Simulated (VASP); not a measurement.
## KCl (Sylvite): single point with r2SCAN

The system is KCl (Sylvite).

```
K Cl
1.0
     0.00000    3.09076    3.16062
     3.09076    0.00000    3.16062
     3.09076    3.09076    0.00000
K Cl
1 1
Cartesian
  0.0000 0.0000 0.0000
  3.0908 3.0908 3.1606
```

This cell differs from its parent crystal: epitaxial xy strain -1.7%.

```
Program                : VASP 6.6.1
Task                   : single point
Functional             : r2SCAN
Potentials or basis    : VASP PAW PBE potentials, release 64 (K_sv, Cl)
Cutoff                 : 520 eV
k mesh                 : 8 × 8 × 8
Occupations            : gaussian, width 0.01 eV
Spin                   : no spin polarisation
Dipole correction      : no
Further INCAR settings : ALGO = Normal; EDIFF = 1e-06; NBANDS = 15
```

```
Pressure               : 0.7 GPa
Band gap on the k mesh : 5.93 eV, direct
```

Stress tensor (GPa, compression positive):
```
 1.01  0.00  0.00
 0.00  1.01  0.00
 0.00  0.00 -0.02
```

Levels at points of the mesh, in eV from the valence-band top:
| k point | band 4 | band 5 | band 6 | band 7 | band 8 | band 9 | band 10 | band 11 | band 12 | band 13 |
| --- | --- | --- | --- | --- | --- | --- | --- | --- | --- | --- |
| (0.00, 0.00, 0.00) | -10.89 | -10.89 | -0.02 | 0.00 | 0.00 | 5.93 | 8.94 | 9.09 | 9.09 | 10.05 |
| (0.50, 0.00, 0.00) | -10.90 | -10.65 | -1.11 | -0.36 | -0.35 | 8.22 | 9.36 | 11.41 | 11.43 | 12.19 |
| (0.50, 0.50, 0.00) | -10.95 | -10.95 | -0.72 | -0.22 | -0.22 | 7.02 | 9.35 | 10.79 | 11.13 | 11.67 |
| (0.50, 0.00, 0.50) | -10.96 | -10.95 | -0.68 | -0.25 | -0.25 | 6.98 | 9.36 | 10.92 | 11.19 | 11.69 |

Wall time 2.4 min on 1 thread of Intel(R) Xeon(R) Platinum 8259CL CPU @ 2.50GHz (Skylake/Cascade Lake) (shared host), peak memory 0.24 GiB.

Caveat: the cell differs from its parent crystal (epitaxial xy strain -1.7%); the PAW data sets were made with another functional, which shifts forces and pressure a little. A k mesh can miss the band edges.
